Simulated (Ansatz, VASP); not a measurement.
**Two plane-wave programs on Al**

File INCAR:

```
ALGO = Normal ; EDIFF = 1E-6
ENCUT = 520 ; GGA = PS
ISIF = 2 ; ISMEAR = -1
LASPH = T ; LCHARG = F
LREAL = F ; LWAVE = F
NBANDS = 8 ; NELM = 80
PREC = Accurate ; SIGMA = 0.1
```

KPOINTS

```
k-points
0
Gamma
  13 13 13
```

Contents of POSCAR:

```
Al
1.0
    2.7009579765      0.0000000000      0.0000000000
    0.0000000000      2.7009579765      0.0000000000
    0.0000000000      0.0000000000      2.7009579765
Al
1
Direct
    0.0000000000      0.0000000000      0.0000000000
```

Input for Ansatz:

```yaml
crystal:
  lattice:
    - [2.7009579765, 0.0, 0.0]
    - [0.0, 2.7009579765, 0.0]
    - [0.0, 0.0, 2.7009579765]
  atoms:
    - { symbol: Al, position: [0.0, 0.0, 0.0] }
hamiltonian:
  xc: pbesol
  pseudopotentials:
    kind: paw
    azcp:
      Al: "pseudopotentials/Al.paw.azcp"
basis:
  ecutwfc: 420
  fft_grid_basis: typed
kpoints:
  mp_grid: { grid: [13, 13, 13], shift: [0, 0, 0] }
magnetization:
  spin_polarized: false
scf:
  occupations: { method: fermi_dirac, width: 0.1 }
  lower_state_search: "off"
output:
  stress: true
```

Alike in both runs: task single point; functional PBEsol; k mesh 13 × 13 × 13; occupations fermi-dirac, width 0.1 eV; no spin polarisation.

|  | VASP | Ansatz |
| --- | --- | --- |
| version | VASP 6.6.1 | Ansatz 0.2.0 |
| potentials or method | VASP PAW PBE potentials, release 64 (Al), cutoff 520 eV | plane waves (420 eV) with PAW, scalar-relativistic |
| valence electrons in the cell | 3 | 3 |

|  | VASP | Ansatz | Ansatz less VASP |
| --- | --- | --- | --- |
| pressure (GPa) | 0.1 | 0.0 | -0.08 |

VASP's potentials were made for PBE, not for PBEsol, and Ansatz warns of the same on its side.
